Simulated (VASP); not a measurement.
MnS:

```
Mn S
1.0
     0.00000    2.65431   -2.65431
     0.00000    2.65431    2.65431
     5.30862    0.00000    0.00000
Mn S
2 2
Direct
  0.00000 0.00000 0.00000
  0.50000 0.50000 0.50000
  0.00000 0.00000 0.50000
  0.50000 0.50000 0.00000
```

Base run:

- Program: VASP 6.6.1
- Functional: PBE
- Potentials or basis: VASP PAW PBE potentials, release 64 (Mn_pv, S)
- Cutoff: 520 eV
- k mesh: 6 × 6 × 4
- Occupations: gaussian, width 0.05 eV
- Spin: collinear spin, antiferromagnetic start
- Starting moments: [5.0, -5.0, 0.0, 0.0] μB
- Hubbard terms: Mn d U = 3.9 eV

Its results: band gap on the k mesh 1.04 eV; pressure -1.1 GPa; net moment 0.00 μB per cell; site moments Mn +4.59, -4.59; S -0.02, +0.02 μB.

The run is repeated on the same cell with these changes: k mesh from 6 × 6 × 4 to 4 × 4 × 3. What comes out?

Band gap on the k mesh 1.14 eV; pressure -1.0 GPa; net moment 0.00 μB per cell; site moments Mn +4.59, -4.59; S -0.03, +0.03 μB.

Caveats: the antiferromagnetic order is the one typed at the start, and another may lie lower.

A k mesh can miss the band edges.
